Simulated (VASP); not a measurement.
MnS: single point with PBE+U

Crystal: MnS.

```
Mn S
1.0
     1.80526    1.04227    5.86154
    -1.80526    1.04227    5.86154
     0.00000   -2.08454    5.86154
Mn S
2 2
Direct
  0.00000 0.00000 0.00000
  0.50000 0.50000 0.50000
  0.75000 0.75000 0.75000
  0.25000 0.25000 0.25000
```

```json
{
  "Program": "VASP 6.6.1",
  "Task": "single point",
  "Functional": "PBE",
  "Potentials or basis": "VASP PAW PBE potentials, release 64 (Mn_pv, S)",
  "Cutoff": "520 eV",
  "k mesh": "7 × 7 × 7",
  "Occupations": "fermi-dirac, width 0.1 eV",
  "Spin": "collinear spin, ferromagnetic start",
  "Starting moments": "[2.8, 2.8, 0.0, 0.0] μB",
  "Hubbard terms": "Mn d U = 4.4 eV, J = 0.9 eV"
}
```

```json
{"Pressure": "10.5 GPa", "Net moment": "9.94 μB per cell", "Site moments": "Mn +4.54; S +0.10 μB", "Valence electrons inside the program's atomic spheres": "Mn 11.34; S 3.81"}
```

Stress tensor (GPa, compression positive):
```
10.34  0.00  0.00
 0.00 10.34  0.00
 0.00  0.00 10.85
```

Levels at points of the mesh, in eV from the Fermi level:
Spin up:
```csv
k point,band 21,band 22,band 23,band 24,band 25,band 26,band 27,band 28
"(0.00, 0.00, 0.00)",-1.90,-1.85,-0.10,-0.10,2.16,2.72,5.27,5.27
```
Spin down:
| k point | band 12 | band 13 | band 14 | band 15 | band 16 | band 17 |
| --- | --- | --- | --- | --- | --- | --- |
| (0.00, 0.00, 0.00) | -1.67 | -1.67 | -1.62 | 1.38 | 1.38 | 1.39 |

Eigenvalues of the final occupation matrices:
```csv
site,spin,trace,eigenvalues
site 1 d,1,4.70,0.93 0.93 0.93 0.95 0.95
site 1 d,2,0.24,0.02 0.02 0.02 0.09 0.09
site 2 d,1,4.70,0.93 0.93 0.93 0.95 0.95
site 2 d,2,0.24,0.02 0.02 0.02 0.09 0.09
```

It took 10 min on 1 thread of Oxide Virtual Turin-like Processor, on a shared host, peak memory 0.43 GiB.

Caveat: the cell stands under pressure; only a ferromagnetic start was run, and an antiferromagnetic order may lie lower in energy. The state reached can hang on the start; a lower one may exist.
